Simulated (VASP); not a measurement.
# Si (Im-3m) in VASP: single point with LDA

Aim: the single point of Si with LDA.

All numbers are computed with VASP 6.6.1; they aren't measurements. Logs are shortened: lines on timing, memory, paths and dates and some standing lists are left out, and cuts for length are marked.

## Step 1: The cell of the first run

Symmetry: Im-3m, No. 229, cubic system. Conventional cell: a = 3.046 Å, b = 3.046 Å, c = 3.046 Å, α = 90.00°, β = 90.00°, γ = 90.00°. Si (site symmetry m-3m) has 14 Si at 2.64 to 3.05 Å within 3.5 Å.

## Step 2: Single point, LDA

The input, INCAR:

```
SYSTEM = Si
PREC = Accurate
ENCUT = 520
EDIFF = 1E-6
ISMEAR = -1
SIGMA = 0.08
LREAL = .False.
LASPH = .True.
NELM = 80
ALGO = Normal
ISIF = 2
LWAVE = .False.
LCHARG = .True.
LELF = .True.
LVHAR = .True.
NBANDS = 13
```

The input, KPOINTS:

```
Automatic mesh
0
Gamma
  10 10 14
  0 0 0
```

The input, POSCAR:

```
Si
1.0
    0.0000000000      3.0455365939     -3.0455365939
   -3.0455365939      0.0000000000      3.0455365939
    1.5227682969      1.5227682969      1.5227682969
Si
3
Direct
    0.0000000000      0.0000000000      0.0000000000
    0.3333333330      0.6666666670      0.3333333330
    0.6666666670      0.3333333330      0.6666666670
```

Potentials or basis: VASP PAW LDA potentials, release 64 (Si).

The run is started by

```
> cat potpaw_LDA.64/Si/POTCAR > POTCAR
> mpirun -np 1 vasp_std > vasp.out
```

OUTCAR:

```text
SYSTEM = Si
   PREC = Accurate
   ENCUT = 520
   EDIFF = 1E-6
   ISMEAR = -1
   LREAL = .False.
   LASPH = .True.
   NELM = 80
   ISIF = 2

 ion  position               nearest neighbor table
   1  0.000  0.000  0.000-   2 2.64   3 2.64   3 2.64   2 2.64   3 2.64   2 2.64   3 3.05   2 3.05
                             3 3.05   3 3.05   2 3.05   2 3.05
   2  0.333  0.667  0.333-   1 2.64   3 2.64   3 2.64   1 2.64   1 2.64   3 2.64   3 3.05   3 3.05
                             1 3.05   1 3.05   1 3.05   3 3.05
   3  0.667  0.333  0.667-   1 2.64   2 2.64   2 2.64   1 2.64   1 2.64   2 2.64   2 3.05   2 3.05
                             1 3.05   1 3.05   1 3.05   2 3.05

  LATTYP: Found a hexagonal cell.
 ALAT       =     4.3070391558
 C/A-ratio  =     0.6123724357

  Lattice vectors:

 A1 = (   0.0000000000,   3.0455365939,  -3.0455365939)
 A2 = (  -3.0455365939,   0.0000000000,   3.0455365939)
 A3 = (   1.5227682969,   1.5227682969,   1.5227682969)

Analysis of symmetry for initial positions (statically):
=====================================================================
 Subroutine PRICEL returns following result:

  LATTYP: Found a body centered cubic cell.
 ALAT       =     3.0455365919

  Lattice vectors:

 A1 = (  -1.5227683000,   1.5227682939,  -1.5227682939)
 A2 = (  -1.5227682954,  -1.5227682954,   1.5227682954)
 A3 = (   1.5227682969,   1.5227682969,   1.5227682969)

   3 primitive cells build up your supercell.

 Routine SETGRP: Setting up the symmetry group for a
 hexagonal supercell.

 Subroutine GETGRP returns: Found 12 space group operations
 (whereof 12 operations were pure point group operations)
 out of a pool of 24 trial point group operations.

The static configuration has the point symmetry D_3d.

Analysis of symmetry for dynamics (positions and initial velocities):
=====================================================================
 Subroutine PRICEL returns following result:

  LATTYP: Found a body centered cubic cell.
 ALAT       =     3.0455365919

  Lattice vectors:

 A1 = (  -1.5227683000,   1.5227682939,  -1.5227682939)
 A2 = (  -1.5227682954,  -1.5227682954,   1.5227682954)
 A3 = (   1.5227682969,   1.5227682969,   1.5227682969)

   3 primitive cells build up your supercell.

 Routine SETGRP: Setting up the symmetry group for a
 hexagonal supercell.

 Subroutine GETGRP returns: Found 12 space group operations
 (whereof 12 operations were pure point group operations)
 out of a pool of 24 trial point group operations.

The dynamic configuration has the point symmetry D_3d.

 Subroutine INISYM returns: Found 12 space group operations
 (whereof 12 operations are pure point group operations),
 and found     3 'primitive' translations

----------------------------------------------------------------------------------------

                                     Primitive cell

  volume of cell :      14.1241

  direct lattice vectors                    reciprocal lattice vectors
    -1.522768300  1.522768294 -1.522768294    -0.328349363  0.328349363  0.000000000
    -1.522768295 -1.522768295  1.522768295    -0.328349362 -0.000000001  0.328349363
     1.522768297  1.522768297  1.522768297     0.000000000  0.328349363  0.328349363

  length of vectors
     2.637512057  2.637512056  2.637512058     0.464356122  0.464356122  0.464356122

  position of ions in fractional coordinates (direct lattice)
     0.000000000  0.000000000  0.000000000

  ion indices of the primitive-cell ions
   primitive index   ion index
                 1           1

----------------------------------------------------------------------------------------

 KPOINTS: Automatic mesh

Automatic generation of k-mesh.
 Grid dimensions read from file:
 generate k-points for:   10   10   14

 Generating k-lattice:

  Cartesian coordinates                     Fractional coordinates (reciprocal lattice)
    -0.010944979  0.021889958 -0.010944979     0.100000000  0.000000000  0.000000000
    -0.021889958  0.010944979  0.010944979     0.000000000  0.100000000  0.000000000
     0.015635684  0.015635684  0.015635684     0.000000000  0.000000000  0.071428571

  Length of vectors
     0.026809613  0.026809613  0.027081799

  Shift w.r.t. Gamma in fractional coordinates (k-lattice)
     0.000000000  0.000000000  0.000000000

 Subroutine IBZKPT returns following result:
 ===========================================

 Found    160 irreducible k-points:

 Following reciprocal coordinates:
            Coordinates               Weight
  0.000000  0.000000  0.000000      1.000000
  0.100000  0.000000  0.000000      6.000000
  0.200000  0.000000  0.000000      6.000000
  0.300000  0.000000  0.000000      6.000000
  0.400000  0.000000  0.000000      6.000000
  0.500000  0.000000  0.000000      3.000000
[... 16 lines left out ...]
  0.000000  0.400000  0.071429      6.000000
  0.500000  0.000000  0.071429      6.000000
 [... further k-points ...]
   k-points           NKPTS =    160   k-points in BZ     NKDIM =    160   number of bands    NBANDS=     13
   number of dos      NEDOS =    301   number of ions     NIONS =      3
   total plane-waves  NPLWV =  20480
   dimension x,y,z NGX =    32 NGY =   32 NGZ =   20
   dimension x,y,z NGXF=    64 NGYF=   64 NGZF=   40
   ions per type =               3
   NGX,Y,Z   is equivalent  to a cutoff of  12.35, 12.35, 12.61 a.u.
   NGXF,Y,Z  is equivalent  to a cutoff of  24.70, 24.70, 25.21 a.u.
 SYSTEM =  Si
   PREC   = accura    normal or accurate (medium, high low for compatibility)
   ISTART =      0    job   : 0-new  1-cont  2-samecut
   ICHARG =      2    charge: 1-file 2-atom 10-const
   ISPIN  =      1    spin polarized calculation?
   LNONCOLLINEAR =      F non collinear calculations
   LSORBIT =      F    spin-orbit coupling
   LASPH  =      T    aspherical Exc in radial PAW
   ENCUT  =  520.0 eV  38.22 Ry    6.18 a.u.   8.01  8.01  4.90*2*pi/ulx,y,z
   NELM   =     80;   NELMIN=  2; NELMDL= -5     # of ELM steps
   EDIFF  = 0.1E-05   stopping-criterion for ELM
   LREAL  =      F    real-space projection
   EDIFFG = 0.1E-04   stopping-criterion for IOM
   NSW    =      0    number of steps for IOM
   IBRION =     -1    ionic relax: 0-MD 1-quasi-New 2-CG
   NFREE  =      0    steps in history (QN), initial steepest desc. (CG)
   ISIF   =      2    stress and relaxation
   ISYM   =      2    0-nonsym 1-usesym 2-fastsym
   POTIM  = 0.5000    time-step for ionic-motion
   TEBEG  =    0.0;   TEEND  =   0.0 temperature during run
   PSTRESS=    0.0 pullay stress
   NELECT =      12.0000    total number of electrons
   NUPDOWN=      -1.0000    fix difference up-down
   EMIN   =  10.00;   EMAX   =-10.00  energy-range for DOS
   EFERMI =   0.00;   METHOD = LEGACY
   ISMEAR =    -1;   SIGMA  =   0.08  broadening in eV -4-tet -1-fermi 0-gaus
   EFERMI_NEDOS =   21; number of points for ismear=-14 and -15
   IALGO  =     38    algorithm
   IMIX   =      4    mixing-type and parameters
     AMIX     =   0.40;   BMIX     =  1.00
     AMIX_MAG =   1.60;   BMIX_MAG =  1.00
  volume/ion in A,a.u.               =      14.12        95.31
  Fermi-wavevector in a.u.,A,eV,Ry     =   1.075081  2.031608 15.725589  1.155798
  Thomas-Fermi vector in A             =   2.210927
   LORBIT       =      0    0 simple, 1 ext, 2 COOP (PROOUT), +10 PAW based schemes
   GGA     = CA    functional components
   LHFCALC =     F    Hartree Fock is set to
   AEXX    =    0.0000 exact exchange contribution
   IVDW    =     0    specifies the selected vdW correction
   LEPSILON=     F    determine dielectric tensor
   LRPA    =     F    only Hartree local field effects (RPA)
 non-spin polarized calculation
  energy-cutoff  :      520.00
  volume of cell :       42.37
 maximum number of plane-waves:      1156
   NGX = 17   NGY = 17   NGZ =  9

 number of electron      12.0000000 magnetization

 Free energy of the ion-electron system (eV)
  ---------------------------------------------------
  ext. energy  EPLUGINS =         0.00000000
  ---------------------------------------------------
  free energy    TOTEN  =       -16.58841121 eV

  energy without entropy =      -16.56000253  energy(sigma->0) =      -16.57420687

 E-fermi :  10.3216     XC(G=0): -11.3628

 val. band max:       10.3196059255   @ k =  -0.1000   0.5000   0.2143
 cond. band min:      10.3347223965   @ k =   0.4000   0.1000   0.2143
 fundamental gap:      0.0151164710
 Fermi energy:        10.3216289485

 k-point     1 :       0.0000    0.0000    0.0000
  band No.  band energies     occupation
      1      -4.1542      2.00000
      2       5.7698      2.00000
      3       5.7698      2.00000
      4       6.1299      2.00000
      5       6.1299      2.00000
      6       6.1299      2.00000
      7       6.1299      2.00000
      8      15.5830      0.00000
      9      15.5830      0.00000
     10      21.9770      0.00000
     11      21.9771      0.00000
     12      21.9771      0.00000
     13      22.9930      0.00000

 k-point     2 :       0.1000    0.0000    0.0000
  band No.  band energies     occupation
      1      -4.0500      2.00000
      2       4.1103      2.00000
      3       4.9806      2.00000
      4       5.2464      2.00000
      5       6.9895      2.00000
      6       7.2074      2.00000
      7       8.0788      2.00000
      8      15.6687      0.00000
      9      15.6699      0.00000
     10      20.6430      0.00000
     11      21.0201      0.00000
     12      21.6037      0.00000
     13      22.9173      0.00000

 k-point     3 :       0.2000    0.0000    0.0000
  band No.  band energies     occupation
      1      -3.7377      2.00000
      2       2.4078      2.00000
      3       4.2789      2.00000
      4       4.5582      2.00000
      5       8.2544      2.00000
      6       8.4763      2.00000
      7      10.2876      1.20977
      8      15.9204      0.00000
      9      15.9310      0.00000
     10      18.7867      0.00000
     11      19.3060      0.00000
     12      20.7002      0.00000
     13      22.1710      0.00000

 k-point     4 :       0.3000    0.0000    0.0000
  band No.  band energies     occupation
      1      -3.2182      2.00000
      2       0.8897      2.00000
      3       3.7728      2.00000
      4       4.0662      2.00000
      5       9.6947      1.99921
      6       9.9323      1.98472
      7      12.6081      0.00000
      8      16.3256      0.00000
      9      16.3641      0.00000
     10      16.8392      0.00000
     11      17.3259      0.00000
     12      19.6402      0.00000
     13      20.9085      0.00000

 k-point     5 :       0.4000    0.0000    0.0000
  band No.  band energies     occupation
      1      -2.4932      2.00000
      2      -0.4360      2.00000
      3       3.4676      2.00000
      4       3.7708      2.00000
      5      11.2956      0.00001
      6      11.5676      0.00000
      7      14.8461      0.00000
      8      14.9012      0.00000
      9      15.3066      0.00000
     10      16.9170      0.00000
     11      16.9640      0.00000
     12      18.6235      0.00000
     13      19.8186      0.00000
[... 257 lines left out ...]
 k-point    22 :       0.4000    0.0000    0.0714
  band No.  band energies     occupation
      1      -2.3876      2.00000
      2      -0.3315      2.00000
      3       3.5715      2.00000
      4       3.8699      2.00000
      5      11.3874      0.00000
      6      11.6975      0.00000
      7      14.5320      0.00000
      8      14.5405      0.00000
      9      14.9616      0.00000
     10      15.2465      0.00000
     11      17.3816      0.00000
     12      19.4267      0.00000
     13      19.5928      0.00000

 k-point    23 :       0.0000    0.4000    0.0714
  band No.  band energies     occupation
      1      -2.3877      2.00000
      2      -0.3316      2.00000
      3       3.5715      2.00000
      4       3.8720      2.00000
      5      11.3776      0.00000
      6      11.6168      0.00000
      7      14.2783      0.00000
      8      14.9293      0.00000
      9      15.3708      0.00000
     10      15.4859      0.00000
     11      16.3937      0.00000
     12      18.7695      0.00000
     13      21.1282      0.00000

 k-point    24 :       0.5000    0.0000    0.0714
  band No.  band energies     occupation
      1      -1.4598      2.00000
      2      -1.4598      2.00000
      3       3.4696      2.00000
      4       3.7725      2.00000
      5      13.1128      0.00000
      6      13.1155      0.00000
      7      13.3809      0.00000
      8      13.5155      0.00000
      9      14.8775      0.00000
     10      15.3648      0.00000
     11      17.5695      0.00000
     12      19.0860      0.00000
     13      19.1922      0.00000

 [... further k-points ...]
[... 5 lines left out ...]
  --------------------------------------------------------------------------------------
  -------------------------------------------------------------------------------------
  Total       -0.0280990     -0.0280990     -0.0280990      0.1057867      0.1057867      0.1057867
  in kB       -1.0624751     -1.0624751     -1.0624751      3.9999902      3.9999902      3.9999902
  external PRESSURE =      -1.0624751 kB  Pullay stress =       0.0000000 kB

 VOLUME and BASIS-vectors are now :
 -----------------------------------------------------------------------------
  energy-cutoff  :      520.00
  volume of cell :       42.37
      direct lattice vectors                 reciprocal lattice vectors
     0.000000000  3.045536594 -3.045536594    -0.109449788  0.218899575 -0.109449788
    -3.045536594  0.000000000  3.045536594    -0.218899575  0.109449788  0.109449788
     1.522768297  1.522768297  1.522768297     0.218899575  0.218899575  0.218899575

 POSITION                                       TOTAL-FORCE (eV/Angst)
 -----------------------------------------------------------------------------------
      0.00000      0.00000      0.00000         0.000000      0.000000     -0.000000
     -1.52277      1.52277      1.52277         0.000000     -0.000000     -0.000000
      0.00000      3.04554     -0.00000        -0.000000     -0.000000      0.000000
 -----------------------------------------------------------------------------------
    total drift:                                0.000000     -0.000000      0.000000

  FREE ENERGIE OF THE ION-ELECTRON SYSTEM (eV)
  ---------------------------------------------------
  free  energy   TOTEN  =       -16.5884112112 eV

  energy  without entropy=      -16.5600025349  energy(sigma->0) =      -16.57420687
```

Wall time 18 s (1 thread of Intel Xeon 6975P-C (Granite Rapids), shared host); peak memory 0.17 GiB.

Results:

- Free energy: -16.5884 eV
- Pressure: -0.1 GPa
- Band gap on the k mesh: zero (band 6 reaches 13.12 eV, above the bottom of band 7 at 6.13 eV)
